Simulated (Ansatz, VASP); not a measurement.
## One calculation of O, two programs

INCAR

```
SYSTEM = O
  PREC = Accurate
  ENCUT = 520
  EDIFF = 1E-6
  ISMEAR = -1
  SIGMA = 0.05
  LREAL = .False.
  LASPH = .True.
  NELM = 60
  ALGO = Normal
  ISIF = 2
  LWAVE = .False.
  LCHARG = .False.
  GGA = PE
  NBANDS = 20
```

Contents of KPOINTS:

```
Automatic mesh
0
Gamma
  12 12 4
  0 0 0
```

The input POSCAR:

```
O
1.0
    2.4080132760      0.0000000000      0.0000000000
   -1.2040066380      2.0854006696      0.0000000000
    0.0000000000      0.0000000000      7.6479483309
O
4
Direct
    0.3333333333      0.6666666667      0.1718966900
    0.6666666667      0.3333333333      0.8281033100
    0.6666666667      0.3333333333      0.6718966900
    0.3333333333      0.6666666667      0.3281033100
```

Contents of input.yaml:

```yaml
crystal:
  lattice:
    - [2.408013276, 0.0, 0.0]
    - [-1.204006638, 2.0854006696, 0.0]
    - [0.0, 0.0, 7.6479483309]
  atoms:
    - { symbol: O, position: [0.3333333333, 0.6666666667, 0.17189669] }
    - { symbol: O, position: [0.6666666667, 0.3333333333, 0.82810331] }
    - { symbol: O, position: [0.6666666667, 0.3333333333, 0.67189669] }
    - { symbol: O, position: [0.3333333333, 0.6666666667, 0.32810331] }
hamiltonian:
  xc: pbe
  pseudopotentials: { kind: paw }
kpoints:
  mp_grid: { grid: [12, 12, 4] }
scf:
  occupations: { method: fermi_dirac, width: 0.05 }
output:
  forces: true
  stress: true
  eigenvalues: true
```

Alike in both runs: task single point; functional PBE; k mesh 12 × 12 × 4; occupations fermi-dirac, width 0.05 eV; no spin polarisation.

```csv
,VASP,Ansatz
version,VASP 6.6.1,Ansatz 0.2.0
potentials or method,"VASP PAW PBE potentials, release 64 (O)",Ansatz PAW
plane-wave cutoff (eV),520,420
valence electrons in the cell,24,24
```

VASP gave:

* gap on the k mesh at the Fermi level (eV): none
* pressure (GPa): 16.3
* traceless stress, the component that is largest in VASP (GPa): 13.96
* rms of the force components (eV/Å): 1.542

**Question.** Which values does Ansatz return?

**Answer.** gap on the k mesh at the Fermi level (eV): none; pressure (GPa): 11.8; traceless stress, the component that is largest in VASP (GPa): 4.29; rms of the force components (eV/Å): 0.685.

Atom by atom the forces differ by 0.857 eV/Å (rms over components). A gap of «none» marks a metal or a gap that the smearing closes.

Noted on VASP's run: the standard files for N, O and F lose accuracy on very short bonds; spin is off for a triplet molecule. Noted on Ansatz's run: Pulay correction over one GPa; spin is off for a triplet molecule.
